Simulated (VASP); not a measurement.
Runs of VASP 6.6.1 on I. The structure is that of space group Fmmm (No. 69), or close to it. The cells are those of the table. 

```tsv
task	level	potentials or basis	cell	cutoff (eV)	gap on the mesh (eV)	pressure (GPa)	relaxed volume (Å³/atom)
single point	r2SCAN+D3(BJ)	VASP PAW PBE potentials, release 64 (I)	a = 4.600, b = 4.512, c = 3.247 Å, angles 70.6, 67.7, 41.7°, 1 atom	520	none	(a)	-
single point	BLYP	VASP PAW PBE potentials, release 64 (I)	a = 4.659, b = 4.570, c = 3.288 Å, angles 70.6, 67.7, 41.7°, 1 atom	520	none	(b)	-
relaxation of cell and atoms	PBEsol+D3(BJ)	VASP PAW PBE potentials, release 64 (I)	relaxed from a = 4.570, b = 4.482, c = 3.225 Å, angles 70.6, 67.7, 41.7°, 1 atom	600	none	0.0	33.76
single point	r2SCAN+D3(BJ)	VASP PAW PBE potentials, release 64 (I)	a = 4.508, b = 4.422, c = 3.182 Å, angles 70.6, 67.7, 41.7°, 1 atom	520	none	0.5	-
relaxation of cell and atoms	LDA	VASP PAW LDA potentials, release 64 (I)	relaxed from a = 4.570, b = 4.482, c = 3.225 Å, angles 70.6, 67.7, 41.7°, 1 atom	600	none	0.0	35.09
relaxation of cell and atoms	RPBE	VASP PAW PBE potentials, release 64 (I)	relaxed from a = 4.570, b = 4.482, c = 3.225 Å, angles 70.6, 67.7, 41.7°, 1 atom	600	none	0.0	60.46
single point	PBEsol	VASP PAW PBE potentials, release 64 (I)	a = 4.379, b = 4.314, c = 3.172 Å, angles 69.7, 67.5, 42.8°, 1 atom	520	none	0.0	-
single point	r2SCAN+D3(BJ)	VASP PAW PBE potentials, release 64 (I)	a = 4.476, b = 4.391, c = 3.159 Å, angles 70.6, 67.7, 41.7°, 1 atom	520	none	1.2	-
single point	BLYP	VASP PAW PBE potentials, release 64 (I)	a = 4.600, b = 4.512, c = 3.247 Å, angles 70.6, 67.7, 41.7°, 1 atom	520	none	2.5	-
relaxation of cell and atoms	PBEsol	VASP PAW PBE potentials, release 64 (I)	relaxed from a = 4.570, b = 4.482, c = 3.225 Å, angles 70.6, 67.7, 41.7°, 1 atom	600	none	0.0	37.40
relaxation of cell and atoms	PBEsol	VASP PAW PBE potentials, release 64 (I)	relaxed to 2 GPa from a = 4.570, b = 4.482, c = 3.225 Å, angles 70.6, 67.7, 41.7°, 1 atom	600	none	2.0	-
```

Alike in all rows: no spin polarisation; k mesh 9 × 9 × 9; smearing fermi-dirac 0.05 eV.

Estimate the missing entries.

(a) -1.1; (b) 1.5.

Caveats: spin-orbit coupling is left out, which moves the levels of the heavy elements; an odd number of electrons without spin polarisation forces a metal; a magnetic or distorted state may lie lower; the PAW data sets were made with another functional, which shifts forces and pressure a little (at least some runs); the volume moved by over 15 % at a fixed basis, so the end points are rough (at least some runs); the cell is relaxed towards a set pressure, so the run minimises the enthalpy, not the energy (at least some runs).

A k mesh can miss the band edges, and the runs leave out spin-orbit coupling on I.

A gap of «none» marks levels without a gap at the run's occupations.
